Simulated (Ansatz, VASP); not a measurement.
## MgF2 in VASP and in Ansatz

```
Mg F
1.0
     4.66824    0.00000    0.00000
     0.00000    4.66824    0.00000
     0.00000    0.00000    3.07657
Mg F
2 4
Direct
  0.00000 0.00000 0.00000
  0.50000 0.50000 0.50000
  0.30359 0.30359 0.00000
  0.19641 0.80359 0.50000
  0.80359 0.19641 0.50000
  0.69641 0.69641 0.00000
```

Change from the starting cell: hydrostatic strain +1.0%.

Alike in both runs: task single point; functional HSE06; k mesh 4 × 4 × 6; no spin polarisation.

|  | VASP | Ansatz |
| --- | --- | --- |
| version | VASP 6.6.1 | Ansatz 0.2.0 |
| potentials or method | VASP PAW PBE potentials, release 64 (Mg, F) | plane waves, PAW |
| plane-wave cutoff (eV) | 520 | 420 |
| occupations | gaussian, width 0.01 eV | fixed |
| valence electrons in the cell | 32 | 48 |

```csv
,VASP,Ansatz,Ansatz less VASP
gap on the k mesh at the Fermi level (eV),9.19,9.26,+0.063
pressure (GPa),-2.3,-1.9,+0.41
"traceless stress, the component that is largest in VASP (GPa)",-0.30,-0.31,-0.005
rms of the force components (eV/Å),0.008,0.010,+0.0026
```

Atom by atom the forces differ by 0.003 eV/Å (rms over components). VASP's potentials hold 32 valence electrons a cell and Ansatz's 48, so a difference there can come from the potentials and not from the codes. Ansatz's warnings: stress exchange threshold loose, stress scf threshold loose.
